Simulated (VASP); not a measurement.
# Li7CaNb8O24 (a cell with a defect) in VASP: a series of runs

Li7CaNb8O24 (a cell with a defect) is run at these levels: HSE06, PBE; tasks: single point.

All numbers are computed with VASP 6.6.1; they aren't measurements. Logs are shortened: lines on timing, memory, paths and dates and some standing lists are left out, and cuts for length are marked.

### 1 The cell of the first run

The cell holds a defect, 40 atoms: a = 5.550 Å, b = 11.101 Å, c = 11.101 Å, α = 55.75°, β = 55.75°, γ = 55.75°.

### 2 Single point, HSE06

POSCAR reads:

```
Li7CaNb8O24
1.0
    2.5949501352      1.4981951591      4.6722232478
   -5.1899002704      2.9963903182      9.3444464955
    0.0000000000     -5.9927806363      9.3444464955
Li Nb O Ca
7 8 24 1
Direct
    0.7186897006      0.3630187917      0.3610910763
    0.2127069177      0.1106546910      0.1093393565
    0.7347124018      0.3612032790      0.8527174592
    0.2271855541      0.1110958592      0.6027161491
    0.7089821729      0.8587958574      0.3673218667
    0.2117315980      0.6074910701      0.1156620372
    0.7188639183      0.8504684043      0.8609657711
    1.0260694531      0.4956418590      0.4943026765
    0.5037815148      0.2480073270      0.2473440775
    0.9929488373      0.4910496084      1.0125183354
    0.5164785632      0.2369359587      0.7557251402
    0.9841038687      1.0115898771      0.4958681298
    0.5007419904      0.7587207572      0.2411250203
    0.9990036208      0.9986927423      1.0005460866
    0.4782946447      0.7493816700      0.7572310620
    0.2950738360      0.3172246288      0.4417654899
    0.6277814831      0.4442280358      0.1449105579
    0.8900636297      0.1436863453      0.3129747127
    0.3894129493      0.0725202458      0.3893834318
    0.7787807237      0.1943375397      0.0670807133
    0.1348709467      0.3894556601      0.1962779828
    0.2702631047      0.3208373961      0.9421658678
    0.6855972740      0.4252128223      0.6452158946
    0.9008729104      0.1330978625      0.8180773521
    0.3988583050      0.0622045018      0.8894275623
    0.7873623064      0.1925013531      0.5675851757
    0.1694013015      0.3863304823      0.6912544680
    0.2882536710      0.8384205334      0.4270581342
    0.6376300185      0.9469041689      0.1329838636
    0.8835727286      0.6368499322      0.3266625151
    0.3899435406      0.5752317452      0.3899900581
    0.7816520928      0.6930289311      0.0715284165
    0.1349547464      0.8888052793      0.1940053243
    0.2657217463      0.8189104884      0.9459921635
    0.6473387113      0.9410027747      0.6331918257
    0.8505604425      0.6397882985      0.8407417293
    0.3809274260      0.5671631435      0.8848112777
    0.7731237386      0.6883341796      0.5793496964
    0.1342952361      0.8823810370      0.6933372768
    0.2377840521      0.6157982795      0.6194014327
```

INCAR.step1 reads:

```
PREC     = Accurate       # precision mode
ENCUT    = 520            # plane-wave cutoff, eV
EDIFF    = 1E-5           # SCF threshold, eV
ISMEAR   = -1             # smearing method
SIGMA    = 0.01           # smearing width, eV
LREAL    = Auto         
LASPH    = T              # aspherical terms in the spheres
NELM     = 80             # most SCF steps
ALGO     = Normal         # electronic algorithm
ISIF     = 2              # what is computed and relaxed
LWAVE    = T              # write WAVECAR
GGA      = PE             # functional
NELECT   = 278.0        
NBANDS   = 166            # bands
```

INCAR.step2 reads:

```
PREC     = Accurate       # precision mode
ENCUT    = 520            # plane-wave cutoff, eV
EDIFF    = 1E-6           # SCF threshold, eV
ISMEAR   = -1             # smearing method
SIGMA    = 0.01           # smearing width, eV
LREAL    = Auto         
LASPH    = T              # aspherical terms in the spheres
NELM     = 80             # most SCF steps
ALGO     = Normal         # electronic algorithm
ISIF     = 2              # what is computed and relaxed
LWAVE    = F              # write WAVECAR
LCHARG   = T              # write CHGCAR
GGA      = PE             # functional
LHFCALC  = T              # exact exchange
HFSCREEN = 0.2079         # screening, 1/A
PRECFOCK = Fast         
LELF     = T              # ELF
LVHAR    = T            
ISTART   = 1            
NELECT   = 278.0        
NBANDS   = 166            # bands
```

KPOINTS reads:

```
Automatic mesh
0
Gamma
  1 1 1
  0.25 0.25 0.25
```

Potentials or basis: VASP PAW PBE potentials, release 64 (Li_sv, Nb_sv, O, Ca_sv).

The run is started by

```bash
$ cat potpaw_PBE.64/Li_sv/POTCAR potpaw_PBE.64/Nb_sv/POTCAR potpaw_PBE.64/O/POTCAR potpaw_PBE.64/Ca_sv/POTCAR > POTCAR
$ cp INCAR.step1 INCAR
$ mpirun -np 1 vasp_std > vasp.out
$ cp INCAR.step2 INCAR
$ mpirun -np 1 vasp_std > vasp.out
```

OUTCAR:

```text
PREC = Accurate
   ENCUT = 520
   EDIFF = 1E-6
   ISMEAR = -1
   LREAL = Auto
   LASPH = T
   NELM = 80
   ISIF = 2
   GGA = PE
   LHFCALC = T
   HFSCREEN = 0.2079
   PRECFOCK = Fast
   ISTART = 1
   NELECT = 278.0

 ion  position               nearest neighbor table
   1  0.719  0.363  0.361-  21 2.04  26 2.07  31 2.08  16 2.25
   2  0.213  0.111  0.109-  18 2.02  29 2.07  22 2.07  20 2.27
   3  0.735  0.361  0.853-  37 2.07  20 2.08  27 2.11  23 2.13
   4  0.227  0.111  0.603-  16 2.04  35 2.08  24 2.08  19 2.22  26 2.26
   5  0.709  0.859  0.367-  19 2.06  38 2.10  33 2.11  28 2.15
   6  0.212  0.607  0.116-  17 2.05  30 2.07  34 2.08  32 2.25  21 2.27
   7  0.719  0.850  0.861-  39 2.06  32 2.07  25 2.07  36 2.13
   8  0.026  0.496  0.494-  16 1.87  30 1.88  23 1.90  31 2.10  27 2.18  38 2.20
   9  0.504  0.248  0.247-  19 1.87  20 1.89  21 1.91  18 2.12  17 2.13  16 2.15
  10  0.993  0.491  0.013-  17 1.87  22 1.89  36 1.92  21 2.07  37 2.15  32 2.16
  11  0.516  0.237  0.756-  25 1.87  27 1.90  26 1.91  24 2.09  22 2.14  23 2.19
  12  0.984  0.012  0.496-  18 1.88  35 1.88  28 1.92  26 2.05  39 2.17  19 2.18
  13  0.501  0.759  0.241-  32 1.86  33 1.88  31 1.93  29 2.08  28 2.14  30 2.20
  14  0.999  0.999  0.001-  29 1.88  24 1.88  34 1.89  33 2.12  20 2.13  25 2.16
  15  0.478  0.749  0.757-  39 1.87  37 1.88  38 1.91  34 2.10  36 2.16  35 2.19
  16  0.295  0.317  0.442-   8 1.87   4 2.04   9 2.15   1 2.25
  17  0.628  0.444  0.145-  10 1.87   6 2.05   9 2.13
  18  0.890  0.144  0.313-  12 1.88   2 2.02   9 2.12
  19  0.389  0.073  0.389-   9 1.87   5 2.06  12 2.18   4 2.22
  20  0.779  0.194  0.067-   9 1.89   3 2.08  14 2.13   2 2.27
  21  0.135  0.389  0.196-   9 1.91   1 2.04  10 2.07   6 2.27
  22  0.270  0.321  0.942-  10 1.89   2 2.07  11 2.14
  23  0.686  0.425  0.645-   8 1.90   3 2.13  11 2.19  40 2.22
  24  0.901  0.133  0.818-  14 1.88   4 2.08  11 2.09
  25  0.399  0.062  0.889-  11 1.87   7 2.07  14 2.16
  26  0.787  0.193  0.568-  11 1.91  12 2.05   1 2.07   4 2.26
  27  0.169  0.386  0.691-  11 1.90   3 2.11   8 2.18  40 2.39
  28  0.288  0.838  0.427-  12 1.92  13 2.14   5 2.15  40 2.22
  29  0.638  0.947  0.133-  14 1.88   2 2.07  13 2.08
  30  0.884  0.637  0.327-   8 1.88   6 2.07  13 2.20
  31  0.390  0.575  0.390-  13 1.93   1 2.08   8 2.10  40 2.42
  32  0.782  0.693  0.072-  13 1.86   7 2.07  10 2.16   6 2.25
  33  0.135  0.889  0.194-  13 1.88   5 2.11  14 2.12
  34  0.266  0.819  0.946-  14 1.89   6 2.08  15 2.10
  35  0.647  0.941  0.633-  12 1.88   4 2.08  15 2.19
  36  0.851  0.640  0.841-  10 1.92   7 2.13  15 2.16  40 2.21
  37  0.381  0.567  0.885-  15 1.88   3 2.07  10 2.15
  38  0.773  0.688  0.579-  15 1.91   5 2.10   8 2.20  40 2.46
  39  0.134  0.882  0.693-  15 1.87   7 2.06  12 2.17
  40  0.238  0.616  0.619-  36 2.21  28 2.22  23 2.22  27 2.39  31 2.42  38 2.46

  LATTYP: Found a base centered monoclinic cell.
 ALAT       =    15.1977748150
 B/A-ratio  =     0.6829815988
 C/A-ratio  =     0.3652177897
 COS(beta)  =    -0.0918250334

  Lattice vectors:

 A1 = (   7.7848504056,  -1.4981951591,  -4.6722232477)
 A2 = (   2.5949501352,   7.4909757954,  -4.6722232477)
 A3 = (   2.5949501352,   1.4981951591,   4.6722232478)

Analysis of symmetry for initial positions (statically):
=====================================================================
 Subroutine PRICEL returns:
 Original cell was already a primitive cell.

 Routine SETGRP: Setting up the symmetry group for a
 base centered monoclinic supercell.

 Subroutine GETGRP returns: Found  1 space group operations
 (whereof  1 operations were pure point group operations)
 out of a pool of  4 trial point group operations.

The static configuration has the point symmetry C_1 .

Analysis of symmetry for dynamics (positions and initial velocities):
=====================================================================
 Subroutine PRICEL returns:
 Original cell was already a primitive cell.

 Routine SETGRP: Setting up the symmetry group for a
 base centered monoclinic supercell.

[... 43 lines left out ...]
   IMIX   =      1    mixing-type and parameters
     AMIX     =   0.40;   BMIX     =  1.00
     AMIX_MAG =   1.60;   BMIX_MAG =  1.00
  volume/ion in A,a.u.               =      10.90        73.55
  Fermi-wavevector in a.u.,A,eV,Ry     =   1.409113  2.662837 27.015704  1.985598
  Thomas-Fermi vector in A             =   2.531202
   LORBIT       =      0    0 simple, 1 ext, 2 COOP (PROOUT), +10 PAW based schemes
   GGA     = PE    functional components
   LHFCALC =     T    Hartree Fock is set to
   PRECFOCK=fast      Normal, Fast or Accurate (Low or Medium for compatibility)
   ENCUT4O =  -1.0   cutoff for four orbital integrals eV
   NKREDX  =     1    reduce k-point grid by
   NKREDY  =     1    reduce k-point grid by
   NKREDZ  =     1    reduce k-point grid by
   AEXX    =    0.2500 exact exchange contribution
   HFSCREEN=    0.2079 screening length (either q_TF or 0.3 A-1)
   HFSCREENC=   0.2079 screening length for correlation (either q_TF or 0.3 A-1)
   ENCUTFOCK=  -1.0 apply spherical cutoff to Coloumb kernel
   IVDW    =     0    specifies the selected vdW correction
   LEPSILON=     F    determine dielectric tensor
   LRPA    =     F    only Hartree local field effects (RPA)
 non-spin polarized calculation
  energy-cutoff  :      520.00
  volume of cell :      435.95
 maximum number of plane-waves:     11741
 NGX is ok and might be reduce to    42
  NGX = 24; NGY = 48; NGZ = 48

 number of electron     277.9999988 magnetization

 Free energy of the ion-electron system (eV)
  ---------------------------------------------------
  ext. energy  EPLUGINS =         0.00000000
  ---------------------------------------------------
  free energy    TOTEN  =      -394.33516211 eV

  energy without entropy =     -394.33516211  energy(sigma->0) =     -394.33516211

 E-fermi :   2.7168     XC(G=0):  -8.8532

 val. band max:        2.3988370624   @ k =   0.2500   0.2500   0.2500
 cond. band min:       7.4483519354   @ k =   0.2500   0.2500   0.2500
 fundamental gap:      5.0495148730
 Fermi energy:         2.7168432308

 k-point     1 :       0.2500    0.2500    0.2500
  band No.  band energies     occupation
      1     -55.1680      2.00000
      2     -55.1539      2.00000
      3     -55.1415      2.00000
      4     -55.1216      2.00000
      5     -55.1079      2.00000
      6     -55.0986      2.00000
[... 143 lines left out ...]
    150       8.5204      0.00000
    151       8.5869      0.00000
 [bands above 151 left out]

------------------------ aborting loop because EDIFF is reached ----------------------------------------

  FORCE on cell =-STRESS in cart. coord.  units (eV):
  Direction    XX          YY          ZZ          XY          YZ          ZX
  --------------------------------------------------------------------------------------
  -------------------------------------------------------------------------------------
  Total      -19.4286765    -18.4587492    -24.5448772     -0.0961554      0.2181481      0.3042126
  in kB      -71.4038394    -67.8391841    -90.2067866     -0.3533882      0.8017330      1.1180353
  external PRESSURE =     -76.4832700 kB  Pullay stress =       0.0000000 kB

 VOLUME and BASIS-vectors are now :
 -----------------------------------------------------------------------------
  energy-cutoff  :      520.00
  volume of cell :      435.95
      direct lattice vectors                 reciprocal lattice vectors
     2.594950135  1.498195159  4.672223248     0.192681930  0.111244964  0.071343623
    -5.189900270  2.996390318  9.344446495    -0.096340965  0.055622482  0.035671811
     0.000000000 -5.992780636  9.344446495    -0.000000000 -0.111244964  0.035671811

 POSITION                                       TOTAL-FORCE (eV/Angst)
 -----------------------------------------------------------------------------------
     -0.01907      0.00054     10.12428         0.003552     -0.001561     -0.008470
     -0.02232     -0.00501      3.04954         0.003967     -0.007195      0.001193
      0.03193     -2.92710     14.77616        -0.000566      0.012026     -0.016626
      0.01296     -2.93869      7.73164        -0.009058      0.010506     -0.004675
     -2.61729      1.43420     14.76991        -0.011335     -0.002559     -0.013999
     -2.60339      1.44436      7.74672        -0.000591     -0.003149     -0.004327
[... 32 lines left out ...]
     -4.23098     -1.30986     15.35167         0.409540      0.087807      0.140860
     -2.57889     -1.51052     12.65324         0.012382     -0.003353     -0.017802
 -----------------------------------------------------------------------------------
    total drift:                                0.009174     -0.002109     -0.008890

  FREE ENERGIE OF THE ION-ELECTRON SYSTEM (eV)
  ---------------------------------------------------
  free  energy   TOTEN  =      -394.3351621094 eV

  energy  without entropy=     -394.3351621094  energy(sigma->0) =     -394.33516211
```

Wall time 36 min (1 thread of Intel Xeon Platinum 8375C at 2.90GHz (Ice Lake), shared host); peak memory 0.95 GiB.

Results:

```
Free energy   : -394.3352 eV
Largest force : 0.479 eV/Å
```

Forces in eV/Å, atoms in the order of the input:
```
Li   0.004 -0.002 -0.008
Li   0.004 -0.007  0.001
Li  -0.001  0.012 -0.017
Li  -0.009  0.011 -0.005
Li  -0.011 -0.003 -0.014
Li  -0.001 -0.003 -0.004
Li   0.012 -0.009 -0.017
Nb   0.083 -0.021 -0.329
Nb   0.057 -0.072 -0.204
Nb  -0.056 -0.040 -0.247
Nb   0.013 -0.001 -0.236
Nb  -0.035  0.073 -0.229
Nb  -0.035  0.134 -0.240
Nb   0.008 -0.023 -0.326
Nb  -0.015 -0.096 -0.274
O   -0.435  0.120  0.123
O    0.355  0.289  0.106
O    0.063 -0.436  0.098
O   -0.321  0.339  0.110
O   -0.077 -0.397  0.096
O    0.311  0.174 -0.002
O   -0.353  0.075  0.123
O    0.210  0.299  0.071
O    0.022 -0.419  0.058
O   -0.315  0.312  0.138
O    0.014 -0.380 -0.006
O    0.386  0.091  0.094
O   -0.329  0.059  0.033
O    0.327  0.228  0.076
O    0.155 -0.390  0.134
O   -0.278  0.175  0.021
O   -0.154 -0.429  0.126
O    0.402  0.175  0.113
O   -0.353  0.163  0.080
O    0.260  0.301  0.151
O    0.112 -0.314  0.066
O   -0.340  0.281  0.130
O   -0.103 -0.353  0.088
O    0.410  0.088  0.141
Ca   0.012 -0.003 -0.018
```

Caveat: the k points lie up to 1.14 Å⁻¹ apart, too coarse for converged energies, forces and pressures; the cell carries a net charge on a neutralising background, which shifts energy and pressure; the cell is charged against a uniform background, so pressure and absolute levels hang on convention; the cutoff is under 1.25 times the usual one of these potentials, so pressure, stress and relaxed cells hold a basis-set (Pulay) error; the PAW data sets were made with another functional, which shifts forces and pressure a little.

### 3 Single point, PBE, collinear spin

INCAR reads:

```
SYSTEM = Li7CaNb8O24
ALGO     = Normal         ! electronic algorithm
EDIFF    = 1E-6           ! SCF threshold, eV
ENCUT    = 520            ! plane-wave cutoff, eV
GGA      = PE             ! functional
ISIF     = 2              ! what is computed and relaxed
ISMEAR   = -1             ! smearing method
ISPIN    = 2              ! spin polarisation
LASPH    = .True.         ! aspherical terms in the spheres
LCHARG   = .True.         ! write CHGCAR
LELF     = .True.         ! ELF
LMAXMIX  = 4              ! l up to which the mixer works
LORBIT   = 11             ! projections on sites
LREAL    = Auto         
LVHAR    = .True.       
LWAVE    = .False.        ! write WAVECAR
MAGMOM   = 0 0 0 0 0 0 0 0.03 0.05 0.07 0.08 0.07 0.06 0.09 0.07 0 0 0 0 0 0 -0.01 0 -0.01 0 -0.01 0 0 0 0 0 0 -0.01 -0.01 0 0 0 0 -0.01 0 ! initial moments
NBANDS   = 170            ! bands
NELM     = 150            ! most SCF steps
NUPDOWN  = 1.0            ! fixed moment
PREC     = Accurate       ! precision mode
SIGMA    = 0.01           ! smearing width, eV
```

KPOINTS reads:

```
k-points
0
Gamma
  1 1 1
  0 0 0
```

POSCAR reads:

```
Li7CaNb8O24
1.0
    2.5949501352      1.4981951591      4.6722232478
   -5.1899002704      2.9963903182      9.3444464955
    0.0000000000     -5.9927806363      9.3444464955
Li Nb O Ca
7 8 24 1
Direct
    0.7216258873      0.3608094628      0.3653091545
    0.2116258667      0.1148278011      0.1115792935
    0.7383235307      0.3609406225      0.8529020403
    0.2201946824      0.1149154464      0.6054954138
    0.7094611749      0.8579300496      0.3708328156
    0.2072619814      0.6101846114      0.1169395159
    0.7174703856      0.8501480353      0.8634748466
    1.0271068562      0.4983518973      0.4961541116
    0.5082404488      0.2469460141      0.2513273641
    0.9885519700      0.4955047268      1.0157414595
    0.5143418920      0.2390070298      0.7617527095
    0.9797015900      1.0132462252      0.5015384986
    0.5009366098      0.7606662845      0.2447179099
    0.9984607016      1.0020222118      1.0030825236
    0.4790336334      0.7486698088      0.7603263132
    0.2946835471      0.3187819826      0.4410624138
    0.6246940597      0.4467295749      0.1417198207
    0.8897950451      0.1448658263      0.3124082425
    0.3910142148      0.0712919416      0.3893473538
    0.7815477201      0.1941216023      0.0676151843
    0.1379606906      0.3855537179      0.1962901547
    0.2686706248      0.3223502012      0.9413052336
    0.6854200601      0.4273244885      0.6423450057
    0.8975231076      0.1370895225      0.8172985280
    0.3980851169      0.0619241926      0.8882952091
    0.7895235633      0.1901547074      0.5702022862
    0.1669840897      0.3884698843      0.6902430634
    0.2876000666      0.8402367885      0.4229036987
    0.6363582541      0.9488267478      0.1287106786
    0.8871224147      0.6381910406      0.3251125200
    0.3956473951      0.5733213045      0.3902955486
    0.7877547058      0.6905432667      0.0723129746
    0.1378828159      0.8836600366      0.1929595732
    0.2602624439      0.8233673259      0.9398147760
    0.6426387106      0.9430251519      0.6306346129
    0.8449328351      0.6425879271      0.8394084432
    0.3829878863      0.5654226539      0.8825379548
    0.7777165653      0.6896351956      0.5761772924
    0.1344826113      0.8772222611      0.6915943567
    0.2363665966      0.6179529374      0.6203704747
```

Potentials or basis: VASP PAW PBE potentials, release 64 (Li_sv, Nb_sv, O, Ca_sv).

The run is started by

```bash
$ cat potpaw_PBE.64/Li_sv/POTCAR potpaw_PBE.64/Nb_sv/POTCAR potpaw_PBE.64/O/POTCAR potpaw_PBE.64/Ca_sv/POTCAR > POTCAR
$ mpirun -np 1 vasp_gam > vasp.out
```

Run time: 10 min. Hardware: 1 thread of Intel Xeon Platinum 8488C (Sapphire Rapids), shared host; peak memory 0.88 GiB.

It converged, with:

```yaml
Free_energy: -318.3717 eV
Largest_force: 1.022 eV/Å
Net_moment: 1.00 μB per cell
Site_moments: Li +0.00; Nb +0.06, +0.09, +0.12, +0.13, +0.10, +0.15, +0.11 (each value once); O -0.00, -0.01, +0.00 (each value once); Ca +0.00 μB
Valence_electrons_inside_the_program's_atomic_spheres: Li 2.06; Nb 10.44, 10.42, 10.41, 10.43 (each value once); O 5.08, 5.09, 5.07, 5.06, 5.10, 5.11 (each value once); Ca 8.26
```

Forces in eV/Å, atoms in the order of the input:
```
Li  -0.019  0.022  0.002
Li   0.003 -0.009  0.028
Li  -0.007  0.020  0.003
Li   0.017  0.016  0.022
Li  -0.003 -0.016  0.022
Li   0.029 -0.023  0.009
Li   0.025  0.018 -0.005
Nb  -0.636  0.063 -0.515
Nb  -0.041 -0.683 -0.508
Nb  -0.334 -0.697 -0.575
Nb  -0.222 -0.707 -0.704
Nb  -0.368 -0.193 -0.718
Nb  -0.374 -0.187 -0.522
Nb  -0.315 -0.325 -0.592
Nb   0.126 -0.603 -0.800
O   -0.014  0.066  0.041
O   -0.112  0.429  0.206
O    0.138  0.216  0.327
O    0.126  0.160  0.267
O    0.084  0.063 -0.034
O    0.185  0.205  0.218
O    0.024  0.089  0.018
O   -0.016  0.335  0.369
O    0.030  0.357  0.358
O    0.109  0.253  0.197
O   -0.032  0.018  0.105
O    0.354 -0.005  0.333
O   -0.035  0.073  0.102
O    0.018  0.263  0.201
O    0.217  0.013  0.114
O    0.356 -0.156  0.411
O   -0.021 -0.002  0.082
O    0.245 -0.047  0.195
O   -0.128 -0.008  0.175
O    0.010  0.396  0.346
O   -0.024  0.344  0.467
O    0.150  0.395  0.163
O   -0.064  0.076  0.069
O    0.202 -0.050  0.274
Ca   0.316 -0.179 -0.151
```

Caveat: the k points lie up to 1.14 Å⁻¹ apart, too coarse for converged energies, forces and pressures; the cutoff is under 1.25 times the usual one of these potentials, so pressure, stress and relaxed cells hold a basis-set (Pulay) error; the total moment is fixed, so each spin has its own Fermi level and the state may be an excited one.
